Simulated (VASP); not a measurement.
Wanted: the native input for a VASP 6.6.1 run.

- Task: single point
- Functional: PBE
- Potentials or basis: VASP PAW PBE potentials, release 64 (Tm_3, Hg, Cl), 4f in core
- Cutoff: 500 eV
- k mesh: 4 × 4 × 2
- Occupations: gaussian, width 0.1 eV
- Spin: no spin polarisation
- Dipole correction: no
- Mended: yes
- Further INCAR settings: ALGO = Normal; EDIFF = 1e-06; NBANDS = 37

The structure of TmHgCl lies in POSCAR:

```
TmHgCl
1.0
    4.3064062500      0.0000000000      0.0000000000
    0.0000000000      4.3064062500      0.0000000000
    0.0000000000      0.0000000000      7.8656726300
Tm Hg Cl
2 2 2
Direct
    0.0000000000      0.5000000000      0.7591016900
    0.5000000000      0.0000000000      0.2408983100
    0.0000000000      0.5000000000      0.3619305800
    0.5000000000      0.0000000000      0.6380694200
    0.0000000000      0.0000000000      0.0000000000
    0.5000000000      0.5000000000      0.0000000000
```

The cell was built from a structure type or drawn by symmetry, and may not be a known phase.

These files were run (other wordings do the same):

INCAR

```
SYSTEM = TmHgCl
PREC     = Accurate       ! precision mode
ENCUT    = 500            ! plane-wave cutoff, eV
EDIFF    = 1E-6           ! SCF threshold, eV
ISMEAR   = 0              ! smearing method
SIGMA    = 0.1            ! smearing width, eV
LREAL    = .False.        ! projectors in reciprocal space
LASPH    = .True.         ! aspherical terms in the spheres
NELM     = 200            ! most SCF steps
ALGO     = Normal         ! electronic algorithm
ISIF     = 2              ! what is computed and relaxed
LWAVE    = .False.        ! write WAVECAR
LCHARG   = .False.        ! write CHGCAR
GGA      = PE             ! functional
NBANDS   = 37             ! bands
GGA_COMPAT= .False.      
LMAXMIX  = 6              ! l up to which the mixer works
```

KPOINTS

```
regular mesh
0
Gamma
  4 4 2
  0 0 0
```

Potentials or basis: VASP PAW PBE potentials, release 64 (Tm_3, Hg, Cl), 4f in core.

The run is started by

```sh
$ cat potpaw_PBE.64/Tm_3/POTCAR potpaw_PBE.64/Hg/POTCAR potpaw_PBE.64/Cl/POTCAR > POTCAR
$ mpirun -np 1 vasp_std > vasp.out
```

It gave:

The pressure is -1.0 GPa and the largest force is 0.590 eV/Å. The band gap on the k mesh is zero (bands 28 and 29 overlap by 1.10 eV).

Caveat: the k points lie up to 0.40 Å⁻¹ apart, too coarse for converged energies and pressures of a metal; spin-orbit coupling is left out, which moves the levels of the heavy elements; the 4f electrons are frozen in the core, so they carry no moment and show no levels; the run has no spin polarisation, though such a crystal can be magnetic.

It took 38 s on 1 thread of Intel(R) Xeon(R) Platinum 8488C (Sapphire Rapids), on a shared host, peak memory 0.26 GiB.
